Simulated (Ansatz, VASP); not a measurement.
## Two plane-wave programs on Li2Se

```
Se Li
1.0
     0.00000    2.99352    2.99352
     2.99352    0.00000    2.99352
     2.99352    2.99352    0.00000
Se Li
1 2
Direct
  0.00000 0.00000 0.00000
  0.25000 0.25000 0.25000
  0.75000 0.75000 0.75000
```

Alike in both runs: task single point; functional PBE-based screened hybrid; k mesh 4 × 4 × 4; no spin polarisation.

```csv
,VASP,Ansatz
version,VASP 6.6.1,Ansatz 0.2.0
potentials or method,"VASP PAW PBE potentials, release 64 (Se, Li_sv)",plane waves
plane-wave cutoff (eV),650,420
occupations,"gaussian, width 0.01 eV",fixed
valence electrons in the cell,12,22
```

```tsv
	VASP	Ansatz	Ansatz less VASP
gap on the k mesh at the Fermi level (eV)	4.35	4.32	-0.031
pressure (GPa)	-1.1	-0.7	+0.39
```

VASP's potentials were made for PBE, not for PBE-based screened hybrid. VASP's potentials hold 12 valence electrons a cell and Ansatz's 22, so a difference there can come from the potentials and not from the codes. Ansatz's warnings: stress exchange threshold loose, stress scf threshold loose.

The k mesh is coarse, so the values compare programs but aren't converged.
